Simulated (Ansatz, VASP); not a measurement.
## One calculation of KTlO2F2, two programs

File INCAR:

```
ALGO     = Normal         # electronic algorithm
EDIFF    = 1E-6           # SCF threshold, eV
ENCUT    = 520            # plane-wave cutoff, eV
GGA      = PS             # functional
ISIF     = 2              # what is computed and relaxed
ISMEAR   = 1              # smearing method
LASPH    = T              # aspherical terms in the spheres
LCHARG   = F              # write CHGCAR
LREAL    = F              # projectors in reciprocal space
LWAVE    = F              # write WAVECAR
NBANDS   = 33             # bands
NELM     = 80             # most SCF steps
PREC     = Accurate       # precision mode
SIGMA    = 0.2327         # smearing width, eV
```

KPOINTS

```
k-points
0
Gamma
  5 5 5
```

POSCAR

```
KTlO2F2
1.0
    1.3227180000     -4.0408750000      0.0000000000
    0.0000000000      2.2369210000     -3.6158610000
    5.5110540000      4.0408750000      0.0000000000
F O K Tl
2 2 1 1
Direct
    0.3560000000      0.6440000000      0.0680000000
    0.6440000000      0.3560000000      0.9320000000
    0.1020000000      0.8980000000      0.3060000000
    0.8980000000      0.1020000000      0.6940000000
    0.5000000000      0.5000000000      0.5000000000
    0.0000000000      0.0000000000      0.0000000000
```

Input for Ansatz:

```yaml
crystal:
  lattice:
    - [1.322718, -4.040875, 0.0]
    - [0.0, 2.236921, -3.615861]
    - [5.511054, 4.040875, 0.0]
  atoms:
    - { symbol: F, position: [0.356, 0.644, 0.068] }
    - { symbol: F, position: [0.644, 0.356, 0.932] }
    - { symbol: O, position: [0.102, 0.898, 0.306] }
    - { symbol: O, position: [0.898, 0.102, 0.694] }
    - { symbol: K, position: [0.5, 0.5, 0.5] }
    - { symbol: Tl, position: [0.0, 0.0, 0.0] }
  symmetry: { tolerance: 0.0003 }
kpoints:
  mp_grid: { grid: [5, 5, 5], shift: [0, 0, 0] }
magnetization:
  spin_polarized: false
scf:
  occupations: { method: cold, width: 0.2327 }
hamiltonian:
  pseudopotentials: { kind: paw }
  xc: pbesol
basis:
  ecutwfc: 420
output:
  forces: true
  stress: true
  eigenvalues: true
  write_density: true
  write_potential: true
  elf: true
  volumetric_format: npy
```

Alike in both runs: task single point; functional PBEsol; k mesh 5 × 5 × 5; no spin polarisation.

|  | VASP | Ansatz |
| --- | --- | --- |
| version | VASP 6.6.1 | Ansatz 0.2.0 |
| potentials or method | VASP PAW PBE potentials, release 64 (F, O, K_sv, Tl_d), cutoff 520 eV | PAW plane waves |
| occupations | methfessel-paxton of order 1, width 0.2327 eV | cold, width 0.2327 eV |
| valence electrons in the cell | 48 | 48 |

|  | VASP | Ansatz | Ansatz less VASP |
| --- | --- | --- | --- |
| gap on the k mesh at the Fermi level (eV) | none | none | - |
| pressure (GPa) | 0.6 | 0.3 | -0.28 |
| traceless stress, the component that is largest in VASP (GPa) | 2.11 | 1.79 | -0.325 |
| rms of the force components (eV/Å) | 0.236 | 0.202 | -0.0341 |

VASP's potentials were made for PBE, not for PBEsol. Atom by atom the forces differ by 0.034 eV/Å (rms over components). A gap of «none» marks a metal or a gap that the smearing closes. Ansatz's warnings: structure snapped to symmetry.

Spin-orbit coupling is off throughout.
